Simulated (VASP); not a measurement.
A run of VASP 6.6.1:

The input INCAR:

```
ALGO = Normal
EDIFF = 1E-7
ENCUT = 520
GGA = PE
ISIF = 2
ISMEAR = -1
ISPIN = 2
LASPH = True
LCHARG = False
LORBIT = 11
LREAL = Auto
LWAVE = False
MAGMOM = 0 0 0 0 0 0 0 0 0 0 0 0 0 0 0 0 1
NBANDS = 52
NELM = 150
PREC = Accurate
SIGMA = 0.02
```

The input KPOINTS:

```
k-points
0
Gamma
  2 2 2
```

The input POSCAR:

```
Si16B
1.0
    0.0000000000      5.4300000000      5.4300000000
    5.4300000000      0.0000000000      5.4300000000
    5.4300000000      5.4300000000      0.0000000000
Si B
16 1
Direct
    0.0103499079      0.0155985267     -0.0074585635
    0.1478268877      0.1057274401      0.1347513812
   -0.0219521179     -0.0060957643      0.5001657459
    0.1278360958      0.1013904236      0.6233609576
   -0.0324217311      0.5187937385      0.0207090239
    0.1642725599      0.6530570902      0.0730018416
    0.0110957643      0.4971362799      0.5071915285
    0.1162799263      0.6085082873      0.6602025783
    0.4927440147      0.0013259669     -0.0103683241
    0.6309852670      0.0929558011      0.1269152855
    0.4892449355     -0.0000368324      0.4913627993
    0.6125690608      0.1317771639      0.6220534070
    0.5050828729      0.4804604052     -0.0025046041
    0.6206813996      0.6173296501      0.1513075506
    0.4925138122      0.4732136280      0.5225322284
    0.6242081031      0.6103959484      0.6409668508
    0.7921823204      0.3063812155      0.8243738490
```

Potentials or basis: VASP PAW PBE potentials, release 64 (Si, B).

Launch:

```sh
$ cat potpaw_PBE.64/Si/POTCAR potpaw_PBE.64/B/POTCAR > POTCAR
$ mpirun -np 1 vasp_std > vasp.out
```

Hardware: 1 thread of Intel Xeon 8259CL, on a shared host.

Problem. How long does it take, and how much memory?

Solution. Wall time 17 min on 1 thread of Intel Xeon 8259CL, on a shared host, peak memory 0.71 GiB. Counts: scf iterations 18, k points 8.
